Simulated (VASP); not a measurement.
Here is a VASP 6.6.1 calculation.

File INCAR:

```
PREC = Accurate ; ENCUT = 520
EDIFF = 1E-6 ; ISMEAR = 0
SIGMA = 0.15 ; LREAL = F
LASPH = T ; NELM = 100
ALGO = Fast ; ISIF = 2
LWAVE = F ; LCHARG = F
GGA = PE ; NBANDS = 12
```

Contents of KPOINTS:

```
regular mesh
0
Gamma
  22 22 22
```

The input POSCAR:

```
Cu
1.0
    0.0000000000      1.8075000000      1.8978750000
    1.8075000000      0.0000000000      1.8978750000
    1.8075000000      1.8075000000      0.0000000000
Cu
1
Direct
    0.0000000000      0.0000000000      0.0000000000
```

Potentials or basis: VASP PAW PBE potentials, release 64 (Cu).

Command:

```sh
$ cat potpaw_PBE.64/Cu/POTCAR > POTCAR
$ mpirun -np 1 vasp_std > vasp.out
```

(1) What does it give for the pressure?

(2) What does it give for the band gap on the k mesh?

Results:

(1) -4.0 GPa.

(2) zero (an odd number of electrons rules out a gap without spin polarisation).

Caveat: the cell differs from its parent crystal (strain +0.000 along x and y, +0.050 along z); the cell stands under tension.
